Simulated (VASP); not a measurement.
Write the native input for VASP 6.6.1 that does the following.

| Property | Result |
| --- | --- |
| Task | single point |
| Functional | PBE |
| Potentials or basis | VASP PAW PBE potentials, release 64 (Al, O) |
| Cutoff | 520 eV |
| k mesh | 9 × 9 × 1 |
| Occupations | gaussian, width 0.1 eV |
| Spin | no spin polarisation |
| Dipole correction | yes |
| Further INCAR settings | ALGO = Normal; EDIFF = 1e-07; NBANDS = 28 |

The structure of Al9O lies in POSCAR:

```
Al9O
1.0
    2.8535431555      0.0000000000      0.0000000000
   -1.4267715777      2.4712408634      0.0000000000
    0.0000000000      0.0000000000     34.2605579378
Al O
9 1
Direct
    0.3333333333      0.6666666667      0.1167523310
    0.0000000000      0.0000000000      0.1852090283
    0.6666666667      0.3333333333      0.2536657256
    0.0000000000      0.0000000000      0.3221224229
    0.3333333333      0.6666666667      0.3899858424
    0.0000000000      0.0000000000      0.4578168570
    0.6666666667      0.3333333333      0.5268325032
    0.0000000000      0.0000000000      0.5950901729
    0.3333333333      0.6666666667      0.6643370484
    0.5000000000      1.3333333333      0.6926154133
```

The input as run:

INCAR

```
SYSTEM = Al9O
  ALGO = Normal
  DIPOL = 0.5 0.5 0.420
  EDIFF = 1E-7
  ENCUT = 520
  GGA = PE
  IDIPOL = 3
  ISIF = 2
  ISMEAR = 0
  LASPH = .TRUE.
  LCHARG = .TRUE.
  LDIPOL = .TRUE.
  LELF = .TRUE.
  LREAL = .FALSE.
  LVACPOTAV = .TRUE.
  LVHAR = .TRUE.
  LWAVE = .FALSE.
  NBANDS = 28
  NELM = 60
  PREC = Accurate
  SIGMA = 0.1
```

KPOINTS

```
k-points
0
G
  9 9 1
  0 0 0
```

Potentials or basis: VASP PAW PBE potentials, release 64 (Al, O).

The run is started by

```bash
$ cat potpaw_PBE.64/Al/POTCAR potpaw_PBE.64/O/POTCAR > POTCAR
$ mpirun -np 1 vasp_std > vasp.out
```

It gave:

```yaml
Largest_force: 5.822 eV/Å
Band_gap_on_the_k_mesh: zero (an odd number of electrons rules out a gap without spin polarisation)
```

Caveat: an odd number of electrons without spin polarisation forces a metal; a magnetic or distorted state may lie lower.

Run time: 12 min on 1 thread of Intel(R) Xeon(R) Platinum 8488C (Sapphire Rapids), with other jobs on the host, peak memory 0.49 GiB.
